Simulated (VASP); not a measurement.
Here is a VASP 6.6.1 calculation.

File INCAR:

```
ALGO = Normal
EDIFF = 1E-6
ENCUT = 520
GGA = RE
ISIF = 2
ISMEAR = -1
IVDW = 12
LASPH = T
LCHARG = T
LELF = T
LREAL = F
LVHAR = T
LWAVE = F
NBANDS = 12
NELM = 100
PREC = Accurate
SIGMA = 0.1
```

Contents of KPOINTS:

```
k-points
0
Gamma
  13 13 13
```

The input POSCAR:

```
Au
1.0
    0.0000000000      2.0383877031      2.0383877031
    2.0383877031      0.0000000000      2.0383877031
    2.0383877031      2.0383877031      0.0000000000
Au
1
Direct
    0.0000000000      0.0000000000      0.0000000000
```

Potentials or basis: VASP PAW PBE potentials, release 64 (Au).

Launch:

```console
$ cat potpaw_PBE.64/Au/POTCAR > POTCAR
$ mpirun -np 1 vasp_std > vasp.out
```

(1) Estimate the dispersion energy per atom.

(2) Predict the pressure.

Answers

(1) -1.270 eV.

(2) -0.3 GPa.

Caveat: the PAW data sets were made with another functional, which shifts forces and pressure a little; pairwise dispersion overbinds metals, which lowers pressure and volume.
